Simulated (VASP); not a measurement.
# CuO (Cccm) in VASP: further runs

CuO is run at these levels: PBE+U; tasks: single point.

Everything below comes from runs of VASP 6.6.1. Logs are shortened: lines on timing, memory, paths and dates and some standing lists are left out, and cuts for length are marked.

### 1 The cell of the first run

The typed cell holds 4 atoms: a = 2.962 Å, b = 2.962 Å, c = 5.180 Å, α = 90.00°, β = 90.00°, γ = 90.08°.

### 2 Single point, PBE+U

INCAR

```
PREC = Accurate
ENCUT = 520
EDIFF = 1E-7
ISMEAR = -1
SIGMA = 0.15
LREAL = False
LASPH = True
NELM = 150
ALGO = Normal
ISIF = 2
LWAVE = False
LCHARG = False
LMAXMIX = 4
LDAU = True
LDAUTYPE = 2
LDAUL = 2 -1
LDAUU = 4 0
LDAUJ = 0 0
LDAUPRINT = 1
GGA = PE
NBANDS = 25
```

KPOINTS

```
regular mesh
0
Gamma
  14 14 8
```

POSCAR

```
CuO
1.0
    2.0928547097     -2.0958357926      0.0000000000
    2.0928547097      2.0958357926      0.0000000000
    0.0000000000      0.0000000000      5.1802137682
Cu O
2 2
Direct
    0.0000000000      0.5000000000      0.0000000000
    0.5000000000      0.0000000000      0.5000000000
    0.5000000000      0.5000000000      0.2500000000
    0.5000000000      0.5000000000      0.7500000000
```

Potentials or basis: VASP PAW PBE potentials, release 64 (Cu, O).

The run is started by

```bash
cat potpaw_PBE.64/Cu/POTCAR potpaw_PBE.64/O/POTCAR > POTCAR
mpirun -np 1 vasp_std > vasp.out
```

OUTCAR:

```text
PREC = Accurate
   ENCUT = 520
   EDIFF = 1E-7
   ISMEAR = -1
   LREAL = False
   LASPH = True
   NELM = 150
   ISIF = 2
   GGA = PE

 ion  position               nearest neighbor table
   1  0.000  0.500  0.000-   3 1.97   4 1.97   3 1.97   4 1.97
   2  0.500  0.000  0.500-   3 1.97   4 1.97   3 1.97   4 1.97
   3  0.500  0.500  0.250-   1 1.97   2 1.97   2 1.97   1 1.97
   4  0.500  0.500  0.750-   1 1.97   2 1.97   2 1.97   1 1.97

  LATTYP: Found a base centered orthorhombic cell.
 ALAT       =     4.1857094194
 B/A-ratio  =     1.0014244099
 C/A-ratio  =     1.2375951718

  Lattice vectors:

 A1 = (   2.0928547097,  -2.0958357926,   0.0000000000)
 A2 = (   2.0928547097,   2.0958357926,   0.0000000000)
 A3 = (   0.0000000000,   0.0000000000,   5.1802137682)

Analysis of symmetry for initial positions (statically):
=====================================================================
 Subroutine PRICEL returns:
 Original cell was already a primitive cell.

 Routine SETGRP: Setting up the symmetry group for a
 base centered orthorhombic supercell.

 Subroutine GETGRP returns: Found  8 space group operations
 (whereof  4 operations were pure point group operations)
 out of a pool of  8 trial point group operations.

The static configuration has the point symmetry C_2h.
 The point group associated with its full space group is D_2h.

Analysis of symmetry for dynamics (positions and initial velocities):
=====================================================================
 Subroutine PRICEL returns:
 Original cell was already a primitive cell.

 Routine SETGRP: Setting up the symmetry group for a
 base centered orthorhombic supercell.

 Subroutine GETGRP returns: Found  8 space group operations
 (whereof  4 operations were pure point group operations)
 out of a pool of  8 trial point group operations.

The dynamic configuration has the point symmetry C_2h.
 The point group associated with its full space group is D_2h.

 Subroutine INISYM returns: Found  8 space group operations
 (whereof  4 operations are pure point group operations),
 and found     1 'primitive' translations

----------------------------------------------------------------------------------------

                                     Primitive cell

  volume of cell :      45.4437

  direct lattice vectors                    reciprocal lattice vectors
     2.092854710 -2.095835793  0.000000000     0.238908128 -0.238568309  0.000000000
     2.092854710  2.095835793  0.000000000     0.238908128  0.238568309  0.000000000
     0.000000000  0.000000000  5.180213768     0.000000000  0.000000000  0.193042227

  length of vectors
     2.961852209  2.961852209  5.180213768     0.337626911  0.337626911  0.193042227

  position of ions in fractional coordinates (direct lattice)
     0.000000000  0.500000000  0.000000000
     0.500000000  0.000000000  0.500000000
     0.500000000  0.500000000  0.250000000
     0.500000000  0.500000000  0.750000000

  ion indices of the primitive-cell ions
   primitive index   ion index
[... 100 lines left out ...]
   LORBIT       =      0    0 simple, 1 ext, 2 COOP (PROOUT), +10 PAW based schemes
 LDA+U is selected, type is set to LDAUTYPE =  2
   angular momentum for each species LDAUL =     2   -1
   U (eV)           for each species LDAUU =   4.0  0.0
   J (eV)           for each species LDAUJ =   0.0  0.0
   GGA     = PE    functional components
   LHFCALC =     F    Hartree Fock is set to
   AEXX    =    0.0000 exact exchange contribution
   IVDW    =     0    specifies the selected vdW correction
   LEPSILON=     F    determine dielectric tensor
   LRPA    =     F    only Hartree local field effects (RPA)
 non-spin polarized calculation
  energy-cutoff  :      520.00
  volume of cell :       45.44
 maximum number of plane-waves:      1243
 NGX is ok and might be reduce to    24
   NGX = 11   NGY = 11   NGZ = 19

atom =   1  type =  1  l = 2

 onsite density matrix

spin component  1

  0.9437  0.0000  0.0142  0.0000 -0.0000
  0.0000  0.8763  0.0000  0.0862  0.0000
  0.0142  0.0000  0.9672  0.0000  0.0000
  0.0000  0.0862  0.0000  0.8765  0.0000
 -0.0000  0.0000  0.0000  0.0000  0.9627

spin component  2

  0.9437  0.0000  0.0142  0.0000 -0.0000
  0.0000  0.8763  0.0000  0.0862  0.0000
  0.0142  0.0000  0.9672  0.0000  0.0000
  0.0000  0.0862  0.0000  0.8765  0.0000
 -0.0000  0.0000  0.0000  0.0000  0.9627

 occupancies and eigenvectors

  o =  0.7902  v =  0.0000 -0.7076 -0.0000  0.7066 -0.0000  0.0000  0.0000  0.0000  0.0000  0.0000      0.0000  0.0000  0.0000  0.0000  0.0000  0.0000  0.0000  0.0000  0.0000  0.0000
  o =  0.7902  v =  0.0000  0.0000  0.0000  0.0000  0.0000  0.0000 -0.7076 -0.0000  0.7066 -0.0000      0.0000  0.0000  0.0000  0.0000  0.0000  0.0000  0.0000  0.0000  0.0000  0.0000
  o =  0.9371  v =  0.9046 -0.0000 -0.4262 -0.0000  0.0004  0.0000  0.0000  0.0000  0.0000  0.0000      0.0000  0.0000  0.0000  0.0000  0.0000  0.0000  0.0000  0.0000  0.0000  0.0000
  o =  0.9371  v =  0.0000  0.0000  0.0000  0.0000  0.0000  0.9046 -0.0000 -0.4262 -0.0000  0.0004      0.0000  0.0000  0.0000  0.0000  0.0000  0.0000  0.0000  0.0000  0.0000  0.0000
  o =  0.9626  v =  0.0000  0.7066  0.0000  0.7076  0.0000  0.0000  0.0000  0.0000  0.0000  0.0000      0.0000  0.0000  0.0000  0.0000  0.0000  0.0000  0.0000  0.0000  0.0000  0.0000
  o =  0.9626  v =  0.0000  0.0000  0.0000  0.0000  0.0000  0.0000  0.7066  0.0000  0.7076  0.0000      0.0000  0.0000  0.0000  0.0000  0.0000  0.0000  0.0000  0.0000  0.0000  0.0000
  o =  0.9627  v =  0.0000  0.0000  0.0000  0.0000  0.0000  0.0005  0.0000  0.0001  0.0000 -1.0000      0.0000  0.0000  0.0000  0.0000  0.0000  0.0000  0.0000  0.0000  0.0000  0.0000
  o =  0.9627  v =  0.0005  0.0000  0.0001  0.0000 -1.0000  0.0000  0.0000  0.0000  0.0000  0.0000      0.0000  0.0000  0.0000  0.0000  0.0000  0.0000  0.0000  0.0000  0.0000  0.0000
  o =  0.9739  v =  0.0000  0.0000  0.0000  0.0000  0.0000 -0.4262  0.0000 -0.9046  0.0000 -0.0003      0.0000  0.0000  0.0000  0.0000  0.0000  0.0000  0.0000  0.0000  0.0000  0.0000
  o =  0.9739  v = -0.4262  0.0000 -0.9046  0.0000 -0.0003  0.0000  0.0000  0.0000  0.0000  0.0000      0.0000  0.0000  0.0000  0.0000  0.0000  0.0000  0.0000  0.0000  0.0000  0.0000

atom =   2  type =  1  l = 2

 onsite density matrix

spin component  1

  0.9437  0.0000 -0.0142  0.0000  0.0000
  0.0000  0.8763  0.0000 -0.0862  0.0000
 -0.0142  0.0000  0.9672  0.0000  0.0000
  0.0000 -0.0862  0.0000  0.8765  0.0000
  0.0000  0.0000  0.0000  0.0000  0.9627

spin component  2

  0.9437  0.0000 -0.0142  0.0000  0.0000
  0.0000  0.8763  0.0000 -0.0862  0.0000
 -0.0142  0.0000  0.9672  0.0000  0.0000
  0.0000 -0.0862  0.0000  0.8765  0.0000
  0.0000  0.0000  0.0000  0.0000  0.9627

 occupancies and eigenvectors

  o =  0.7902  v = -0.0000  0.7076 -0.0000  0.7066 -0.0000  0.0000  0.0000  0.0000  0.0000  0.0000      0.0000  0.0000  0.0000  0.0000  0.0000  0.0000  0.0000  0.0000  0.0000  0.0000
  o =  0.7902  v =  0.0000  0.0000  0.0000  0.0000  0.0000 -0.0000  0.7076 -0.0000  0.7066 -0.0000      0.0000  0.0000  0.0000  0.0000  0.0000  0.0000  0.0000  0.0000  0.0000  0.0000
  o =  0.9371  v =  0.9046 -0.0000  0.4262  0.0000 -0.0004  0.0000  0.0000  0.0000  0.0000  0.0000      0.0000  0.0000  0.0000  0.0000  0.0000  0.0000  0.0000  0.0000  0.0000  0.0000
  o =  0.9371  v =  0.0000  0.0000  0.0000  0.0000  0.0000  0.9046 -0.0000  0.4262  0.0000 -0.0004      0.0000  0.0000  0.0000  0.0000  0.0000  0.0000  0.0000  0.0000  0.0000  0.0000
  o =  0.9626  v = -0.0000 -0.7066  0.0000  0.7076  0.0000  0.0000  0.0000  0.0000  0.0000  0.0000      0.0000  0.0000  0.0000  0.0000  0.0000  0.0000  0.0000  0.0000  0.0000  0.0000
  o =  0.9626  v =  0.0000  0.0000  0.0000  0.0000  0.0000 -0.0000 -0.7066  0.0000  0.7076  0.0000      0.0000  0.0000  0.0000  0.0000  0.0000  0.0000  0.0000  0.0000  0.0000  0.0000
  o =  0.9627  v =  0.0000  0.0000  0.0000  0.0000  0.0000 -0.0005 -0.0000  0.0001  0.0000 -1.0000      0.0000  0.0000  0.0000  0.0000  0.0000  0.0000  0.0000  0.0000  0.0000  0.0000
  o =  0.9627  v = -0.0005 -0.0000  0.0001  0.0000 -1.0000  0.0000  0.0000  0.0000  0.0000  0.0000      0.0000  0.0000  0.0000  0.0000  0.0000  0.0000  0.0000  0.0000  0.0000  0.0000
  o =  0.9739  v =  0.0000  0.0000  0.0000  0.0000  0.0000 -0.4262  0.0000  0.9046 -0.0000  0.0003      0.0000  0.0000  0.0000  0.0000  0.0000  0.0000  0.0000  0.0000  0.0000  0.0000
  o =  0.9739  v = -0.4262  0.0000  0.9046 -0.0000  0.0003  0.0000  0.0000  0.0000  0.0000  0.0000      0.0000  0.0000  0.0000  0.0000  0.0000  0.0000  0.0000  0.0000  0.0000  0.0000

 number of electron      34.0000026 magnetization

 Free energy of the ion-electron system (eV)
  ---------------------------------------------------
  ext. energy  EPLUGINS =         0.00000000
  ---------------------------------------------------
  free energy    TOTEN  =       -17.04518626 eV

  energy without entropy =      -16.88654616  energy(sigma->0) =      -16.96586621

 E-fermi :   4.2339     XC(G=0): -11.1121

 val. band max:        4.2304361016   @ k =   0.4286   0.3571   0.3750
 cond. band min:       4.2407864019   @ k =   0.2857   0.1429   0.5000
 fundamental gap:      0.0103503003
 Fermi energy:         4.2338869789

 k-point     1 :       0.0000    0.0000    0.0000
  band No.  band energies     occupation
      1     -15.0974      2.00000
      2     -13.8353      2.00000
      3      -3.5606      2.00000
      4      -1.1072      2.00000
      5      -1.1044      2.00000
      6       0.0568      2.00000
[... 661 lines left out ...]
     24      17.2815      0.00000
     25      19.2079      0.00000

 [... further k-points ...]

------------------------ aborting loop because EDIFF is reached ----------------------------------------

  FORCE on cell =-STRESS in cart. coord.  units (eV):
  Direction    XX          YY          ZZ          XY          YZ          ZX
  --------------------------------------------------------------------------------------
  -------------------------------------------------------------------------------------
  Total       -0.8330282     -0.8379728     -1.0267877      0.0000000      0.0000000      0.0000000
  in kB      -29.3694802    -29.5438094    -36.2007233      0.0000000      0.0000000      0.0000000
  external PRESSURE =     -31.7046710 kB  Pullay stress =       0.0000000 kB

 VOLUME and BASIS-vectors are now :
 -----------------------------------------------------------------------------
  energy-cutoff  :      520.00
  volume of cell :       45.44
      direct lattice vectors                 reciprocal lattice vectors
     2.092854710 -2.095835793  0.000000000     0.238908128 -0.238568309  0.000000000
     2.092854710  2.095835793  0.000000000     0.238908128  0.238568309  0.000000000
     0.000000000  0.000000000  5.180213768     0.000000000  0.000000000  0.193042227

 POSITION                                       TOTAL-FORCE (eV/Angst)
 -----------------------------------------------------------------------------------
      1.04643      1.04792      0.00000         0.000000      0.000000      0.000000
      1.04643     -1.04792      2.59011        -0.000000      0.000000      0.000000
      2.09285      0.00000      1.29505         0.000000      0.000000     -0.000000
      2.09285      0.00000      3.88516         0.000000     -0.000000      0.000000
 -----------------------------------------------------------------------------------
    total drift:                                0.000000     -0.000000     -0.000000

  FREE ENERGIE OF THE ION-ELECTRON SYSTEM (eV)
  ---------------------------------------------------
  free  energy   TOTEN  =       -17.0451862625 eV

  energy  without entropy=      -16.8865461600  energy(sigma->0) =      -16.96586621
```

It took 2.6 min on 1 thread of AMD EPYC 9R45 (Zen 5), shared host; peak memory 0.34 GiB.

Results:

- Free energy: -17.0452 eV
- Pressure: -3.2 GPa
- Band gap on the k mesh: zero (bands 17 and 18 overlap by 1.20 eV)

Eigenvalues of the final occupation matrices:
| site | spin | trace | eigenvalues |
| --- | --- | --- | --- |
| site 1 d | 1 | 4.63 | 0.79 0.94 0.96 0.96 0.97 |
| site 1 d | 2 | 4.63 | 0.79 0.94 0.96 0.96 0.97 |
| site 2 d | 1 | 4.63 | 0.79 0.94 0.96 0.96 0.97 |
| site 2 d | 2 | 4.63 | 0.79 0.94 0.96 0.96 0.97 |

Caveat: the cell stands under tension; U without spin polarisation on a metal has little footing.

### 3 Single point, PBE+U

INCAR

```
SYSTEM = CuO
PREC = Accurate
ENCUT = 520
EDIFF = 1E-7
ISMEAR = 0
SIGMA = 0.15
LREAL = .FALSE.
LASPH = .TRUE.
NELM = 150
ALGO = Normal
ISIF = 2
LWAVE = .FALSE.
LCHARG = .TRUE.
LMAXMIX = 4
LDAU = .TRUE.
LDAUTYPE = 2
LDAUL = 2 -1
LDAUU = 4 0
LDAUJ = 0 0
LDAUPRINT = 1
GGA = PE
LELF = .TRUE.
LVHAR = .TRUE.
NBANDS = 25
```

KPOINTS

```
Automatic mesh
0
G
  16 16 10
  0 0 0
```

POSCAR

```
CuO
1.0
    2.0891998036     -2.1017673939      0.0000000000
    2.0891998036      2.1017673939      0.0000000000
    0.0000000000      0.0000000000      5.1736067094
Cu O
2 2
Direct
    0.0000000000      0.5000000000      0.0000000000
    0.5000000000      0.0000000000      0.5000000000
    0.5000000000      0.5000000000      0.2500000000
    0.5000000000      0.5000000000      0.7500000000
```

Potentials or basis: VASP PAW PBE potentials, release 64 (Cu, O).

The run is started by

```bash
cat potpaw_PBE.64/Cu/POTCAR potpaw_PBE.64/O/POTCAR > POTCAR
mpirun -np 1 vasp_std > vasp.out
```

Run time: 2.8 min. Hardware: 1 thread of Intel Xeon 6975P-C (Granite Rapids), shared host; peak memory 0.49 GiB.

Results (log left out):

```yaml
Free_energy: -16.9789 eV
Pressure: -3.2 GPa
Band_gap_on_the_k_mesh: zero (bands 17 and 18 overlap by 1.19 eV)
```

Stress tensor (GPa, compression positive):
```
-2.98  0.00  0.00
 0.00 -3.06  0.00
 0.00  0.00 -3.63
```

Levels at points of the mesh, in eV from the Fermi level:
```csv
k point,band 13,band 14,band 15,band 16,band 17,band 18,band 19,band 20,band 21,band 22
"(0.00, 0.00, 0.00)",-3.09,-3.08,-2.47,-2.10,0.65,0.66,1.49,6.44,7.39,13.24
"(0.50, 0.00, 0.00)",-3.07,-2.39,-2.13,-1.75,0.26,0.51,4.20,6.00,6.73,11.10
"(0.50, 0.50, 0.00)",-3.15,-3.14,-1.75,-1.70,-1.69,1.15,2.65,7.67,9.98,10.08
"(0.00, 0.00, 0.50)",-2.75,-2.75,-1.85,-1.85,0.15,0.15,3.59,3.59,11.91,11.91
"(0.50, 0.00, 0.50)",-3.14,-2.58,-2.54,-2.39,-0.28,0.64,4.73,6.03,8.56,8.88
"(0.50, 0.50, 0.50)",-2.33,-2.33,-1.94,-1.94,-0.53,-0.53,4.42,4.42,10.67,10.67
```

Eigenvalues of the final occupation matrices:
```tsv
site	spin	trace	eigenvalues
site 1 d	1	4.63	0.79 0.94 0.96 0.96 0.97
site 1 d	2	4.63	0.79 0.94 0.96 0.96 0.97
site 2 d	1	4.63	0.79 0.94 0.96 0.96 0.97
site 2 d	2	4.63	0.79 0.94 0.96 0.96 0.97
```

Caveat: the cell stands under tension; U without spin polarisation on a metal has little footing.
